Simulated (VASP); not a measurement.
# AlGaAs2 in VASP: further runs, part 2 of 2

VASP 6.6.1. Earlier steps stand in the parts before.

### 3 Single point, PBEsol

This run uses another cell than the first one, of 18.11 Å³/atom.

Input file INCAR:

```
PREC = Accurate ; ENCUT = 400
EDIFF = 1E-6 ; ISMEAR = 0
SIGMA = 0.1 ; LREAL = False
LASPH = True ; NELM = 120
ALGO = Normal ; ISIF = 2
LWAVE = False ; LCHARG = True
GGA = PS ; LELF = True
LVHAR = True ; ISYM = 0
NBANDS = 36 ; GGA_COMPAT = False
```

Input file KPOINTS:

```
regular mesh
0
Gamma
  4 4 4
```

Input file POSCAR:

```
AlGaAs2
1.0
    5.3152908987     -0.0234913798     -0.0137622702
    0.0255615759      5.4295703688      1.4147765997
    0.0214100452      1.3779548899      5.3786736323
Al Ga As
2 2 4
Direct
    0.0086921157      0.8095501632      0.2692737919
    0.5086827487      0.3240636867      0.2621845929
    0.0087570707      0.8493772732      0.7607955674
    0.5087029881      0.8408065313      0.2049979968
    0.5086270758      0.3266166049      0.7463101320
    0.0086349823      0.3142724387      0.2177385642
    0.0087420826      0.3442346596      0.7285033192
    0.5087965802      0.8101364058      0.7226913598
```

Potentials or basis: VASP PAW PBE potentials, release 64 (Al, Ga_d, As).

Launch:

```bash
cat potpaw_PBE.64/Al/POTCAR potpaw_PBE.64/Ga_d/POTCAR potpaw_PBE.64/As/POTCAR > POTCAR
mpirun -np 1 vasp_std > vasp.out
```

OUTCAR:

```text
PREC = Accurate
   ENCUT = 400
   EDIFF = 1E-6
   ISMEAR = 0
   LREAL = False
   LASPH = True
   NELM = 120
   ISIF = 2
   GGA = PS
   ISYM = 0

 ion  position               nearest neighbor table
   1  0.009  0.810  0.269-   7 2.62   4 2.68   4 2.68   6 2.70   3 2.72   3 2.84   6 2.93   7 3.05

   2  0.509  0.324  0.262-   6 2.67   6 2.67   5 2.70   4 2.76   8 2.78   5 2.86   4 2.88   8 2.91

   3  0.009  0.849  0.761-   8 2.68   8 2.68   7 2.69   1 2.72   6 2.84   1 2.84   6 2.88
   4  0.509  0.841  0.205-   1 2.68   1 2.68   5 2.68   2 2.76   8 2.77   8 2.80   2 2.88
   5  0.509  0.327  0.746-   8 2.65   7 2.66   7 2.66   4 2.68   2 2.70   2 2.86
   6  0.009  0.314  0.218-   7 2.64   2 2.67   2 2.67   1 2.70   3 2.84   3 2.88   1 2.93
   7  0.009  0.344  0.729-   1 2.62   6 2.64   5 2.66   5 2.66   3 2.69   1 3.05
   8  0.509  0.810  0.723-   5 2.65   3 2.68   3 2.68   4 2.77   2 2.78   4 2.80   2 2.91

IMPORTANT INFORMATION: All symmetrisations will be switched off!
NOSYMM: (Re-)initialisation of all symmetry stuff for point group C_1.

----------------------------------------------------------------------------------------

                                     Primitive cell

  volume of cell :     144.8686

  direct lattice vectors                    reciprocal lattice vectors
     5.315290899 -0.023491380 -0.013762270     0.188131739 -0.000739960 -0.000559297
     0.025561576  5.429570369  1.414776600     0.000741283  0.197347819 -0.050561213
     0.021410045  1.377954890  5.378673632     0.000286385 -0.051911174  0.199217353

  length of vectors
     5.315360626  5.610925112  5.552418222     0.188134026  0.203723213  0.205869876

  position of ions in fractional coordinates (direct lattice)
     0.008692116  0.809550163  0.269273792
     0.508682749  0.324063687  0.262184593
     0.008757071  0.849377273  0.760795567
     0.508702988  0.840806531  0.204997997
     0.508627076  0.326616605  0.746310132
     0.008634982  0.314272439  0.217738564
     0.008742083  0.344234660  0.728503319
     0.508796580  0.810136406  0.722691360

  ion indices of the primitive-cell ions
[... 108 lines left out ...]
   AEXX    =    0.0000 exact exchange contribution
   IVDW    =     0    specifies the selected vdW correction
   LEPSILON=     F    determine dielectric tensor
   LRPA    =     F    only Hartree local field effects (RPA)
 non-spin polarized calculation
 Gauss-broadening in eV      SIGMA  =   0.10
  energy-cutoff  :      400.00
  volume of cell :      144.87
 maximum number of plane-waves:      2664
 NGX is ok and might be reduce to    36
   NGX = 17   NGY = 19   NGZ = 19

 number of electron      52.0000011 magnetization

 Free energy of the ion-electron system (eV)
  ---------------------------------------------------
  ext. energy  EPLUGINS =         0.00000000
  ---------------------------------------------------
  free energy    TOTEN  =       -35.36171152 eV

  energy without entropy =      -35.34722887  energy(sigma->0) =      -35.35447020

 E-fermi :   6.3593     XC(G=0): -10.7943

 val. band max:        6.3582898348   @ k =   0.5000   0.5000   0.5000
 cond. band min:       6.3775010428   @ k =   0.0000   0.0000   0.0000
 fundamental gap:      0.0192112081
 Fermi energy:         6.3592560932

 k-point     1 :       0.0000    0.0000    0.0000
  band No.  band energies     occupation
      1      -8.4395      2.00000
      2      -8.4118      2.00000
      3      -8.3828      2.00000
      4      -8.3334      2.00000
      5      -8.3233      2.00000
      6      -8.2919      2.00000
[... 925 lines left out ...]
     35      11.1312      0.00000
     36      11.5106      0.00000

 [... further k-points ...]

------------------------ aborting loop because EDIFF is reached ----------------------------------------

  FORCE on cell =-STRESS in cart. coord.  units (eV):
  Direction    XX          YY          ZZ          XY          YZ          ZX
  --------------------------------------------------------------------------------------
  -------------------------------------------------------------------------------------
  Total        0.1065175      0.0500634      0.1541334      0.0189154      0.0773283     -0.0146645
  in kB        1.1780322      0.5536766      1.7046409      0.2091951      0.8552136     -0.1621818
  external PRESSURE =       1.1454499 kB  Pullay stress =       0.0000000 kB

 VOLUME and BASIS-vectors are now :
 -----------------------------------------------------------------------------
  energy-cutoff  :      400.00
  volume of cell :      144.87
      direct lattice vectors                 reciprocal lattice vectors
     5.315290899 -0.023491380 -0.013762270     0.188131739 -0.000739960 -0.000559297
     0.025561576  5.429570369  1.414776600     0.000741283  0.197347819 -0.050561213
     0.021410045  1.377954890  5.378673632     0.000286385 -0.051911174  0.199217353

 POSITION                                       TOTAL-FORCE (eV/Angst)
 -----------------------------------------------------------------------------------
      0.07266      4.76635      2.59355         0.000545     -0.005881      0.001448
      2.71769      2.10886      1.86168        -0.000552      0.008755     -0.008929
      0.08455      5.65989      5.29363        -0.000020     -0.002854     -0.001008
      2.72979      4.83575      2.28517        -0.000967     -0.000186      0.007515
      2.72783      2.78982      4.46925         0.000844     -0.023619      0.001363
      0.05859      2.00620      1.61565         0.001650      0.010795      0.022446
      0.07086      2.87269      4.40528        -0.000545      0.002506     -0.024524
      2.74058      5.38258      5.02628        -0.000955      0.010485      0.001691
 -----------------------------------------------------------------------------------
    total drift:                               -0.000786      0.000200      0.002455

  FREE ENERGIE OF THE ION-ELECTRON SYSTEM (eV)
  ---------------------------------------------------
  free  energy   TOTEN  =       -35.3617115198 eV

  energy  without entropy=      -35.3472288732  energy(sigma->0) =      -35.35447020
```

OSZICAR:

```text
N       E                     dE             d eps       ncg     rms          rms(c)
DAV:   1     0.328749716563E+03    0.32875E+03   -0.19174E+04  2692   0.149E+03
DAV:   2     0.102723100897E+02   -0.31848E+03   -0.30387E+03  2844   0.393E+02
DAV:   3    -0.334903775234E+02   -0.43763E+02   -0.42294E+02  3092   0.116E+02
DAV:   4    -0.355461674647E+02   -0.20558E+01   -0.20152E+01  3240   0.248E+01
DAV:   5    -0.355966263936E+02   -0.50459E-01   -0.50297E-01  3392   0.405E+00    0.524E+00
DAV:   6    -0.354128599300E+02    0.18377E+00   -0.30165E-01  3524   0.752E+00    0.302E+00
DAV:   7    -0.353642545379E+02    0.48605E-01   -0.12155E-01  3552   0.265E+00    0.516E-01
DAV:   8    -0.353618024786E+02    0.24521E-02   -0.16017E-02  3100   0.126E+00    0.146E-01
DAV:   9    -0.353617194834E+02    0.82995E-04   -0.13453E-03  3396   0.295E-01    0.761E-02
DAV:  10    -0.353617119780E+02    0.75054E-05   -0.12577E-04  3572   0.787E-02    0.290E-02
DAV:  11    -0.353617119689E+02    0.91177E-08   -0.20451E-05  3276   0.417E-02    0.735E-03
DAV:  12    -0.353617115198E+02    0.44904E-06   -0.17663E-06  1812   0.103E-02
   1 F= -.35361712E+02 E0= -.35354470E+02  d E =-.144826E-01
```

stdout:

```text
POSCAR found type information on POSCAR AlGaAs
 POSCAR found :  3 types and       8 ions
 scaLAPACK will be used
 -----------------------------------------------------------------------------
|                                                                             |
|                                                                             |
|     You enforced a specific xc type in the INCAR file but a different       |
|     I HOPE YOU KNOW WHAT YOU ARE DOING!                                     |
|                                                                             |
 -----------------------------------------------------------------------------

 LDA part: xc-table for (Slater+PW92), standard interpolation
 POSCAR, INCAR and KPOINTS ok, starting setup
 FFT: planning ... GRIDC
 FFT: planning ... GRID_SOFT
 FFT: planning ... GRID
 WAVECAR not read
 entering main loop
```

It took 69 s on 1 thread of AMD EPYC 9R45 (Zen 5), shared host; peak memory 0.25 GiB.

What came out:

* Free energy: -35.3617 eV
* Pressure: 0.1 GPa
* Largest force: 0.025 eV/Å
* Band gap on the k mesh: zero (bands 26 and 27 overlap by 0.25 eV)

Forces on the atoms (eV/Å):
```
Al   0.001 -0.006  0.001
Al  -0.001  0.009 -0.009
Ga   0.000 -0.003 -0.001
Ga  -0.001  0.000  0.008
As   0.001 -0.024  0.001
As   0.002  0.011  0.022
As  -0.001  0.003 -0.025
As  -0.001  0.010  0.002
```

Levels at points of the mesh, in eV from the Fermi level:
| k point | band 22 | band 23 | band 24 | band 25 | band 26 | band 27 | band 28 | band 29 | band 30 | band 31 |
| --- | --- | --- | --- | --- | --- | --- | --- | --- | --- | --- |
| (0.00, 0.00, 0.00) | -2.75 | -2.68 | -2.06 | -1.97 | -1.79 | -0.02 | 0.02 | 2.82 | 3.00 | 3.27 |
| (0.50, 0.00, 0.00) | -3.92 | -3.83 | -3.26 | -1.06 | -0.91 | 2.41 | 2.58 | 4.16 | 4.21 | 4.65 |
| (0.00, 0.50, 0.00) | -2.18 | -1.94 | -1.73 | -0.85 | -0.82 | 0.47 | 1.17 | 1.66 | 2.01 | 2.51 |
| (0.50, 0.50, 0.00) | -1.32 | -1.07 | -0.73 | -0.53 | -0.20 | 0.20 | 0.43 | 1.76 | 1.89 | 2.15 |
| (0.00, 0.00, 0.50) | -2.13 | -1.92 | -1.77 | -0.86 | -0.71 | 0.47 | 1.19 | 1.59 | 1.98 | 2.63 |
| (0.50, 0.00, 0.50) | -1.12 | -1.01 | -0.69 | -0.68 | -0.26 | 0.39 | 0.44 | 1.50 | 1.97 | 2.28 |
| (0.00, 0.50, 0.50) | -2.39 | -2.25 | -1.55 | -1.15 | -1.11 | 0.41 | 0.92 | 1.14 | 1.67 | 2.83 |
| (0.50, 0.50, 0.50) | -1.37 | -0.87 | -0.73 | -0.41 | -0.33 | 0.00 | 0.26 | 1.24 | 1.24 | 3.02 |

Caveat: the PAW data sets were made with another functional, which shifts forces and pressure a little.

### 4 Single point, PBEsol

This run uses another cell than the first one, of 18.13 Å³/atom.

Input file INCAR:

```
SYSTEM = AlGaAs2
PREC = Accurate
ENCUT = 520
EDIFF = 1E-6
ISMEAR = 0
SIGMA = 0.1
LREAL = .FALSE.
LASPH = .TRUE.
NELM = 80
ALGO = Normal
ISIF = 2
LWAVE = .FALSE.
LCHARG = .TRUE.
GGA = PS
LELF = .TRUE.
LVHAR = .TRUE.
ISYM = 0
NBANDS = 36
```

Input file KPOINTS:

```
Automatic mesh
0
Gamma
  3 2 2
  0 0.5 0.5
```

Input file POSCAR:

```
AlGaAs2
1.0
    5.1236309457     -0.2010128189     -0.0021741516
   -0.2306481495      5.4401160484      0.0000172278
    0.0001897996      0.0002637983      5.2111767354
Al Ga As
2 2 4
Direct
    0.9563840563      0.1639166852      0.2034591183
    0.4319051589      0.9864936783      0.2038643277
    1.0313781634      0.6276784094      0.7037882114
    0.5879707424     -0.0225301378      0.7039220277
    0.0938089909      0.1127338131      0.7036694106
    0.9693423704      0.6460754450      0.2037989876
    0.4549200381      0.5043122336      0.2038835873
    0.5066598123      0.4580111549      0.7039588513
```

Launch:

```bash
cat potpaw_PBE.64/Al/POTCAR potpaw_PBE.64/Ga_d/POTCAR potpaw_PBE.64/As/POTCAR > POTCAR
mpirun -np 1 vasp_std > vasp.out
```

Wall time 46 s (1 thread of Intel Xeon 8259CL, shared host); peak memory 0.25 GiB.

The run converged. Its results:

* Free energy: -35.8905 eV
* Pressure: 0.3 GPa
* Largest force: 0.027 eV/Å
* Band gap on the k mesh: 0.52 eV (least direct gap 0.92 eV)

Forces in eV/Å, atoms in the order of the input:
```
Al  -0.010 -0.009  0.001
Al   0.009  0.007  0.001
Ga   0.002  0.009  0.001
Ga  -0.008  0.005  0.000
As  -0.005 -0.017 -0.001
As  -0.013  0.024  0.000
As   0.011 -0.016  0.001
As   0.013 -0.002 -0.002
```

Levels at points of the mesh, in eV from the valence-band top:
```csv
k point,band 23,band 24,band 25,band 26,band 27,band 28,band 29,band 30
"(0.00, 0.25, 0.25)",-1.90,-1.63,-0.81,-0.40,0.52,1.04,2.28,3.15
```

Caveat: the k points lie up to 0.60 Å⁻¹ apart; the PAW data sets were made with another functional, which shifts forces and pressure a little.

### 5 The runs side by side

```csv
cell,k mesh,cutoff (eV),gap on the mesh (eV),pressure (GPa),largest force (eV/Å)
"a = 5.390, b = 5.360, c = 5.287 Å, angles 74.2, 90.1, 90.0°, 8 atoms, atomic positions A","2 × 2 × 2, shifted",400,none,0.1,0.04
"a = 5.315, b = 5.611, c = 5.552 Å, angles 61.0, 90.0, 90.0°, 8 atoms, atomic positions B",4 × 4 × 4,400,none,0.1,0.02
"a = 5.128, b = 5.445, c = 5.211 Å, angles 90.0, 90.0, 94.7°, 8 atoms, atomic positions C","3 × 2 × 2, shifted",520,0.52,0.3,0.03
```

Alike in all rows: task single point; level PBEsol; potentials or basis VASP PAW PBE potentials, release 64 (Al, Ga_d, As); no spin polarisation; smearing gaussian 0.1 eV.

Caveats: some runs use coarse meshes; the PAW data sets were made with another functional, which shifts forces and pressure a little.

Total energies depend on the potentials used, so only differences within one code and one set of settings carry meaning.
